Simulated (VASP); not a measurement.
# Al6NiPt5 (P4/mmm) in VASP: relaxation of cell and atoms with PBE

Aim: the relaxation of cell and atoms of Al6NiPt5 with PBE.

All numbers are computed with VASP 6.6.1; they aren't measurements. Logs are shortened: lines on timing, memory, paths and dates and some standing lists are left out, and cuts for length are marked.

## Step 1: The cell of the first run

It takes space group P4/mmm (No. 123, tetragonal). The conventional cell has a = 4.429 Å, b = 4.429 Å, c = 9.395 Å, α = 90.00°, β = 90.00°, γ = 90.00°. Al (site symmetry mmm) has 8 Pt at 2.71 Å and 6 Al at 3.13 Å within 3.6 Å. Al (site symmetry 2mm) has 6 Pt at 2.71 Å and 2 Ni at 2.71 Å and 6 Al at 3.13 Å within 3.6 Å. Ni (site symmetry 4/mmm) has 8 Al at 2.71 Å and 6 Pt at 3.13 Å within 3.6 Å. Within 3.6 Å of Pt (site symmetry 4mm) lie 8 Al at 2.71 Å and 6 Pt at 3.13 Å. Pt (site symmetry 4/mmm) has 8 Al at 2.71 Å and 2 Pt at 3.13 Å and 4 Ni at 3.13 Å within 3.6 Å. Within 3.6 Å of Pt (site symmetry 4mm) lie 8 Al at 2.71 Å and 1 Ni at 3.13 Å and 5 Pt at 3.13 Å.

## Step 2: Relaxation of cell and atoms, PBE, collinear spin, ferromagnetic start

Contents of INCAR:

```
PREC = Accurate ; ENCUT = 600
EDIFF = 1E-7 ; ISMEAR = 0
SIGMA = 0.1 ; LREAL = F
LASPH = T ; NELM = 150
ALGO = Normal ; ISIF = 3
LWAVE = F ; LCHARG = F
ISPIN = 2 ; MAGMOM = 0 0 0 0 0 0 2 0 0 0 0 0
LORBIT = 11 ; LMAXMIX = 4
GGA = PE ; IBRION = 2
NSW = 90 ; EDIFFG = -0.04
KPAR = 4
```

Contents of KPOINTS:

```
Automatic mesh
0
Gamma
  4 4 2
```

Contents of POSCAR:

```
Al6NiPt5
1.0
    4.4288208800      0.0000000000      0.0000000000
    0.0000000000      4.4288208800      0.0000000000
    0.0000000000      0.0000000000      9.3949478300
Al Ni Pt
6 1 5
Direct
    0.5000000000      0.0000000000      0.0000000000
    0.5000000000      0.0000000000      0.3333333300
    0.5000000000      0.0000000000      0.6666666700
    0.0000000000      0.5000000000      0.0000000000
    0.0000000000      0.5000000000      0.3333333300
    0.0000000000      0.5000000000      0.6666666700
    0.0000000000      0.0000000000      0.5000000000
    0.5000000000      0.5000000000      0.1666666700
    0.5000000000      0.5000000000      0.5000000000
    0.5000000000      0.5000000000      0.8333333300
    0.0000000000      0.0000000000      0.1666666700
    0.0000000000      0.0000000000      0.8333333300
```

Potentials or basis: VASP PAW PBE potentials, release 64 (Al, Ni, Pt).

Command:

```console
$ cat potpaw_PBE.64/Al/POTCAR potpaw_PBE.64/Ni/POTCAR potpaw_PBE.64/Pt/POTCAR > POTCAR
$ mpirun -np 4 vasp_std > vasp.out
```

OUTCAR:

```text
PREC = Accurate
   ENCUT = 600
   EDIFF = 1E-7
   ISMEAR = 0
   LREAL = F
   LASPH = T
   NELM = 150
   ISIF = 3
   ISPIN = 2
   LORBIT = 11
   GGA = PE
   IBRION = 2
   NSW = 90
   EDIFFG = -0.04

 ion  position               nearest neighbor table
   1  0.500  0.000  0.000-   8 2.71  10 2.71  11 2.71  12 2.71   8 2.71  10 2.71  11 2.71  12 2.71
                             2 3.13   3 3.13   4 3.13   4 3.13   4 3.13   4 3.13
   2  0.500  0.000  0.333-   8 2.71  11 2.71   8 2.71  11 2.71   9 2.71   9 2.71   7 2.71   7 2.71
                             1 3.13   5 3.13   5 3.13   5 3.13   5 3.13   3 3.13
   3  0.500  0.000  0.667-  10 2.71  12 2.71  10 2.71  12 2.71   9 2.71   7 2.71   7 2.71   9 2.71
                             1 3.13   6 3.13   6 3.13   6 3.13   6 3.13   2 3.13
   4  0.000  0.500  0.000-   8 2.71  10 2.71  11 2.71  12 2.71  11 2.71  12 2.71   8 2.71  10 2.71
                             5 3.13   6 3.13   1 3.13   1 3.13   1 3.13   1 3.13
   5  0.000  0.500  0.333-   8 2.71  11 2.71  11 2.71   8 2.71   7 2.71   9 2.71   7 2.71   9 2.71
                             4 3.13   2 3.13   2 3.13   2 3.13   2 3.13   6 3.13
   6  0.000  0.500  0.667-  10 2.71  12 2.71  12 2.71  10 2.71   7 2.71   7 2.71   9 2.71   9 2.71
                             4 3.13   3 3.13   3 3.13   3 3.13   3 3.13   5 3.13
   7  0.000  0.000  0.500-   2 2.71   3 2.71   5 2.71   6 2.71   5 2.71   6 2.71   2 2.71   3 2.71
                            11 3.13  12 3.13   9 3.13   9 3.13   9 3.13   9 3.13
   8  0.500  0.500  0.167-   2 2.71   5 2.71   2 2.71   5 2.71   1 2.71   4 2.71   4 2.71   1 2.71
                             9 3.13  11 3.13  11 3.13  11 3.13  11 3.13  10 3.13
   9  0.500  0.500  0.500-   2 2.71   3 2.71   5 2.71   6 2.71   2 2.71   3 2.71   5 2.71   6 2.71
                             8 3.13  10 3.13   7 3.13   7 3.13   7 3.13   7 3.13
  10  0.500  0.500  0.833-   3 2.71   6 2.71   3 2.71   6 2.71   1 2.71   4 2.71   4 2.71   1 2.71
                             9 3.13  12 3.13  12 3.13  12 3.13  12 3.13   8 3.13
  11  0.000  0.000  0.167-   2 2.71   5 2.71   5 2.71   2 2.71   4 2.71   4 2.71   1 2.71   1 2.71
                             7 3.13   8 3.13   8 3.13   8 3.13   8 3.13  12 3.13
  12  0.000  0.000  0.833-   3 2.71   6 2.71   6 2.71   3 2.71   4 2.71   4 2.71   1 2.71   1 2.71
                             7 3.13  10 3.13  10 3.13  10 3.13  10 3.13  11 3.13

  LATTYP: Found a simple tetragonal cell.
 ALAT       =     4.4288208800
 C/A-ratio  =     2.1213203434

  Lattice vectors:

 A1 = (   4.4288208800,   0.0000000000,   0.0000000000)
 A2 = (   0.0000000000,   4.4288208800,   0.0000000000)
 A3 = (   0.0000000000,   0.0000000000,   9.3949478300)

Analysis of symmetry for initial positions (statically):
=====================================================================
 Subroutine PRICEL returns:
 Original cell was already a primitive cell.

 Routine SETGRP: Setting up the symmetry group for a
 simple tetragonal supercell.

 Subroutine GETGRP returns: Found 16 space group operations
 (whereof 16 operations were pure point group operations)
 out of a pool of 16 trial point group operations.

The static configuration has the point symmetry D_4h.

Analysis of symmetry for dynamics (positions and initial velocities):
=====================================================================
 Subroutine PRICEL returns:
 Original cell was already a primitive cell.

 Routine SETGRP: Setting up the symmetry group for a
 simple tetragonal supercell.

 Subroutine GETGRP returns: Found 16 space group operations
 (whereof 16 operations were pure point group operations)
 out of a pool of 16 trial point group operations.

The dynamic configuration has the point symmetry D_4h.

Analysis of structural, dynamic, and magnetic symmetry:
=====================================================================
 Subroutine PRICEL returns:
 Original cell was already a primitive cell.

 Routine SETGRP: Setting up the symmetry group for a
 simple tetragonal supercell.

 Subroutine GETGRP returns: Found 16 space group operations
 (whereof 16 operations were pure point group operations)
 out of a pool of 16 trial point group operations.

The overall configuration has the point symmetry D_4h.

 Subroutine INISYM returns: Found 16 space group operations
 (whereof 16 operations are pure point group operations),
 and found     1 'primitive' translations

----------------------------------------------------------------------------------------

                                     Primitive cell

  volume of cell :     184.2768

  direct lattice vectors                    reciprocal lattice vectors
     4.428820880  0.000000000  0.000000000     0.225793733  0.000000000  0.000000000
     0.000000000  4.428820880  0.000000000     0.000000000  0.225793733  0.000000000
[... 76 lines left out ...]
   total plane-waves  NPLWV = 103680
   dimension x,y,z NGX =    36 NGY =   36 NGZ =   80
   dimension x,y,z NGXF=    72 NGYF=   72 NGZF=  160
   ions per type =               6   1   5
   NGX,Y,Z   is equivalent  to a cutoff of  13.51, 13.51, 14.16 a.u.
   NGXF,Y,Z  is equivalent  to a cutoff of  27.03, 27.03, 28.31 a.u.
 SYSTEM =  unknown system
   PREC   = accura    normal or accurate (medium, high low for compatibility)
   ISTART =      0    job   : 0-new  1-cont  2-samecut
   ICHARG =      2    charge: 1-file 2-atom 10-const
   ISPIN  =      2    spin polarized calculation?
   LNONCOLLINEAR =      F non collinear calculations
   LSORBIT =      F    spin-orbit coupling
   LASPH  =      T    aspherical Exc in radial PAW
   ENCUT  =  600.0 eV  44.10 Ry    6.64 a.u.   8.85  8.85 18.76*2*pi/ulx,y,z
   NELM   =    150;   NELMIN=  2; NELMDL= -5     # of ELM steps
   EDIFF  = 0.1E-06   stopping-criterion for ELM
   LREAL  =      F    real-space projection
   EDIFFG = -.4E-01   stopping-criterion for IOM
   NSW    =     90    number of steps for IOM
   IBRION =      2    ionic relax: 0-MD 1-quasi-New 2-CG
   NFREE  =      1    steps in history (QN), initial steepest desc. (CG)
   ISIF   =      3    stress and relaxation
   ISYM   =      2    0-nonsym 1-usesym 2-fastsym
   POTIM  = 0.5000    time-step for ionic-motion
   TEBEG  =    0.0;   TEEND  =   0.0 temperature during run
   PSTRESS=    0.0 pullay stress
   NELECT =      78.0000    total number of electrons
   NUPDOWN=      -1.0000    fix difference up-down
   EMIN   =  10.00;   EMAX   =-10.00  energy-range for DOS
   EFERMI =   0.00;   METHOD = LEGACY
   ISMEAR =     0;   SIGMA  =   0.10  broadening in eV -4-tet -1-fermi 0-gaus
   EFERMI_NEDOS =   21; number of points for ismear=-14 and -15
   IALGO  =     38    algorithm
   IMIX   =      4    mixing-type and parameters
     AMIX     =   0.40;   BMIX     =  1.00
     AMIX_MAG =   1.60;   BMIX_MAG =  1.00
  volume/ion in A,a.u.               =      15.36       103.63
  Fermi-wavevector in a.u.,A,eV,Ry     =   1.229182  2.322817 20.556882  1.510888
  Thomas-Fermi vector in A             =   2.364079
   LORBIT       =     11    0 simple, 1 ext, 2 COOP (PROOUT), +10 PAW based schemes
   GGA     = PE    functional components
   LHFCALC =     F    Hartree Fock is set to
   AEXX    =    0.0000 exact exchange contribution
   IVDW    =     0    specifies the selected vdW correction
   LEPSILON=     F    determine dielectric tensor
   LRPA    =     F    only Hartree local field effects (RPA)
 conjugate gradient relaxation of ions
 spin polarized calculation
 Gauss-broadening in eV      SIGMA  =   0.10
  energy-cutoff  :      600.00
  volume of cell :      184.28
 maximum number of plane-waves:      6176
 NGX is ok and might be reduce to    36
   NGX = 17   NGY = 17   NGZ = 37

--------------------------------------- Ionic step        1  -------------------------------------------

 number of electron      77.9999987 magnetization       0.0001974

 Free energy of the ion-electron system (eV)
  ---------------------------------------------------
  ext. energy  EPLUGINS =         0.00000000
  ---------------------------------------------------
  free energy    TOTEN  =       -68.42843918 eV

  energy without entropy =      -68.39613592  energy(sigma->0) =      -68.41228755

 E-fermi :   9.6639     XC(G=0): -11.7377

 val. band max:        9.6619058554   @ k =   0.5000   0.2500   0.0000
 cond. band min:       9.6693371395   @ k =   0.2500   0.0000   0.0000
 fundamental gap:      0.0074312841
 Fermi energy:         9.6639333648

 spin component 1

 k-point     1 :       0.0000    0.0000    0.0000
  band No.  band energies     occupation
      1      -1.2980      1.00000
      2       0.4073      1.00000
      3       0.7909      1.00000
      4       2.5463      1.00000
      5       3.2139      1.00000
      6       3.9243      1.00000
[... 1327 lines left out ...]
  FREE ENERGIE OF THE ION-ELECTRON SYSTEM (eV)
  ---------------------------------------------------
  free  energy   TOTEN  =       -68.8317543175 eV

  energy  without entropy=      -68.7992930028  energy(sigma->0) =      -68.81552366

[... ionic steps 4 to 15 ...]

--------------------------------------- Ionic step       16  -------------------------------------------

 number of electron      77.9999984 magnetization      -0.0000002

 number of electron      77.9999984 magnetization       0.0000004
[... 93 lines left out ...]
 number of electron      77.9999984 magnetization       0.0000000

 number of electron      77.9999984 magnetization      -0.0000000

 Free energy of the ion-electron system (eV)
  ---------------------------------------------------
  ext. energy  EPLUGINS =         0.00000000
  ---------------------------------------------------
  free energy    TOTEN  =       -68.98276110 eV

  energy without entropy =      -68.95582668  energy(sigma->0) =      -68.96929389

 E-fermi :  10.6488     XC(G=0): -12.0587

 val. band max:       10.6059920366   @ k =   0.2500   0.0000   0.5000
 cond. band min:      10.6500519257   @ k =   0.0000   0.0000   0.0000
 fundamental gap:      0.0440598892
 Fermi energy:        10.6487766112

 spin component 1

 k-point     1 :       0.0000    0.0000    0.0000
  band No.  band energies     occupation
      1      -0.8754      1.00000
      2       1.0882      1.00000
      3       1.2683      1.00000
      4       3.0258      1.00000
      5       3.8358      1.00000
      6       4.3974      1.00000
[... 1231 lines left out ...]
  FREE ENERGIE OF THE ION-ELECTRON SYSTEM (eV)
  ---------------------------------------------------
  free  energy   TOTEN  =       -68.9827611044 eV

  energy  without entropy=      -68.9558266806  energy(sigma->0) =      -68.96929389

 reached required accuracy - stopping structural energy minimisation

 total charge

# of ion       s       p       d       tot
------------------------------------------
    1        0.355   0.367   0.000   0.723
    2        0.358   0.376   0.000   0.734
    3        0.358   0.376   0.000   0.734
    4        0.355   0.367   0.000   0.723
    5        0.358   0.376   0.000   0.734
    6        0.358   0.376   0.000   0.734
    7        0.403   0.413   8.471   9.287
    8        0.673   0.607   8.223   9.503
    9        0.724   0.667   8.188   9.578
   10        0.673   0.607   8.223   9.503
   11        0.699   0.604   8.190   9.493
   12        0.699   0.604   8.190   9.493
--------------------------------------------------
tot          6.015   5.740  49.485  61.239

 magnetization (x)

# of ion       s       p       d       tot
------------------------------------------
    1       -0.000  -0.000   0.000  -0.000
    2       -0.000   0.000   0.000  -0.000
    3       -0.000   0.000   0.000  -0.000
    4       -0.000  -0.000   0.000  -0.000
    5       -0.000   0.000   0.000  -0.000
    6       -0.000   0.000   0.000  -0.000
    7       -0.000  -0.000  -0.000  -0.000
    8       -0.000   0.000   0.000   0.000
    9       -0.000   0.000  -0.000   0.000
   10       -0.000   0.000   0.000   0.000
   11       -0.000   0.000   0.000  -0.000
   12       -0.000   0.000   0.000  -0.000
--------------------------------------------------
tot         -0.000   0.000  -0.000  -0.000
```

Wall time 34 min (4 MPI ranks of AMD EPYC 9755, shared host); peak memory 0.51 GiB.

What came out:

```
Free energy                                           : -68.9828 eV
Relaxed volume                                        : 14.38 Å³/atom
Relaxed cell                                          : a = 4.412 Å, b = 4.412 Å, c = 8.863 Å, α = 90.00°, β = 90.00°, γ = 90.00°
Space group after relaxing (to 0.1 Å)                 : P4/mmm (No. 123)
Energy gained by relaxing                             : 46.2 meV/atom
Ionic steps                                           : 18
Pressure after relaxing                               : -0.1 GPa
Largest force after relaxing                          : 0.038 eV/Å
Band gap on the k mesh                                : zero (filled and empty bands overlap)
Net moment                                            : 0.00 μB per cell
Valence electrons inside the program's atomic spheres : Al 0.72, 0.73 (each value once); Ni 9.29; Pt 9.50, 9.58, 9.49 (each value once)
```

Forces in eV/Å, atoms in the order of the input:
```
Al   0.000  0.000  0.000
Al   0.000  0.000 -0.019
Al   0.000  0.000  0.019
Al   0.000  0.000  0.000
Al   0.000  0.000 -0.019
Al   0.000  0.000  0.019
Ni   0.000  0.000  0.000
Pt   0.000  0.000 -0.028
Pt   0.000  0.000  0.000
Pt   0.000  0.000  0.028
Pt   0.000  0.000  0.038
Pt   0.000  0.000 -0.038
```

The path:
```csv
step,energy change (eV),largest force (eV/Å),pressure (GPa),volume (Å³)
1,0.0000,0.4015,-10.02,184.28
2,0.1940,0.6130,16.73,159.82
3,-0.4033,0.5095,0.10,172.61
4,-0.4034,0.5115,0.34,172.38
5,-0.4504,0.2838,0.33,172.18
6,-0.4795,0.3539,0.51,171.86
7,-0.5027,0.3104,-0.85,173.09
8,-0.5119,0.2452,-2.21,174.43
9,-0.5204,0.2165,-2.04,174.27
10,-0.5388,0.1986,-1.47,173.78
11,-0.5278,0.2364,-0.09,172.75
12,-0.5437,0.2106,-1.08,173.46
13,-0.5439,0.2134,-0.99,173.39
14,-0.5480,0.1844,-0.55,172.96
15,-0.5513,0.1341,0.21,172.21
16,-0.5513,0.1269,0.32,172.10
17,-0.5526,0.0994,0.21,172.22
18,-0.5543,0.0383,-0.11,172.55
```

Final structure:
```
CELL_PARAMETERS angstrom
4.41239 0.00000 0.00000
0.00000 4.41239 0.00000
0.00000 0.00000 8.86259
ATOMIC_POSITIONS crystal
Al 0.50000 0.00000 0.00000
Al 0.50000 0.00000 0.34025
Al 0.50000 0.00000 0.65975
Al 0.00000 0.50000 0.00000
Al 0.00000 0.50000 0.34025
Al 0.00000 0.50000 0.65975
Ni 0.00000 0.00000 0.50000
Pt 0.50000 0.50000 0.16217
Pt 0.50000 0.50000 0.50000
Pt 0.50000 0.50000 0.83783
Pt 0.00000 0.00000 0.17842
Pt 0.00000 0.00000 0.82158
```

Levels at points of the mesh, in eV from the Fermi level:
Spin up:
```tsv
k point	band 35	band 36	band 37	band 38	band 39	band 40	band 41	band 42
(0.00, 0.00, 0.00)	-1.15	-0.22	0.00	0.55	0.55	0.57	0.57	0.86
(0.50, 0.00, 0.00)	-1.90	-1.89	0.67	1.00	1.01	1.52	1.56	1.81
(0.50, 0.50, 0.00)	-1.67	-1.67	-1.29	-1.25	-1.10	-1.02	-0.96	-0.94
(0.00, 0.00, 0.50)	-1.19	-1.16	-1.15	-0.42	0.55	0.72	0.96	1.82
(0.50, 0.00, 0.50)	-1.68	-1.48	-0.42	-0.28	1.31	1.72	1.79	1.84
(0.50, 0.50, 0.50)	-1.77	-1.77	-1.33	-1.30	-1.13	-1.05	-1.02	-0.97
```
Spin down:
| k point | band 34 | band 35 | band 36 | band 37 | band 38 | band 39 | band 40 | band 41 | band 42 | band 43 |
| --- | --- | --- | --- | --- | --- | --- | --- | --- | --- | --- |
| (0.00, 0.00, 0.00) | -1.51 | -1.15 | -0.22 | 0.00 | 0.55 | 0.55 | 0.57 | 0.57 | 0.86 | 1.05 |
| (0.50, 0.00, 0.00) | -1.97 | -1.90 | -1.89 | 0.67 | 1.00 | 1.01 | 1.52 | 1.56 | 1.81 | 1.92 |
| (0.50, 0.50, 0.00) | -2.02 | -1.67 | -1.67 | -1.29 | -1.25 | -1.10 | -1.02 | -0.96 | -0.94 | 2.92 |
| (0.00, 0.00, 0.50) | -1.19 | -1.19 | -1.16 | -1.15 | -0.42 | 0.55 | 0.72 | 0.96 | 1.82 | 1.82 |
| (0.50, 0.00, 0.50) | -2.03 | -1.68 | -1.48 | -0.42 | -0.28 | 1.31 | 1.72 | 1.79 | 1.84 | 1.94 |
| (0.50, 0.50, 0.50) | -2.02 | -1.77 | -1.77 | -1.33 | -1.30 | -1.13 | -1.05 | -1.02 | -0.97 | 1.26 |

Caveat: the moments typed at the start vanished in this run; spin-orbit coupling is left out, which moves the levels of the heavy elements.

The gap in the log of VASP goes by the Fermi energy; the results here count the filled bands.